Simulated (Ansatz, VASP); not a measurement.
## Two plane-wave programs on KCl

```
K Cl
1.0
     0.00000    3.19074    3.19074
     3.19074    0.00000    3.19074
     3.19074    3.19074    0.00000
K Cl
1 1
Direct
  0.00000 0.00000 0.00000
  0.50000 0.50000 0.50000
```

Alike in both runs: task single point; functional PBE; k mesh 10 × 10 × 10; occupations gaussian, width 0.05 eV; no spin polarisation.

```csv
,VASP,Ansatz
version,VASP 6.6.1,Ansatz 0.2.0
potentials or method,"VASP PAW PBE potentials, release 64 (K_sv, Cl), cutoff 520 eV","scalar-relativistic, plane waves, PAW"
valence electrons in the cell,16,16
```

```tsv
	VASP	Ansatz	Ansatz less VASP
gap on the k mesh at the Fermi level (eV)	5.05	5.05	+0.002
least direct gap on the mesh (eV)	5.05	5.05	+0.002
pressure (GPa)	0.0	0.0	-0.02
```

With one functional, cell and mesh, what is left measures potentials, basis and numerics.
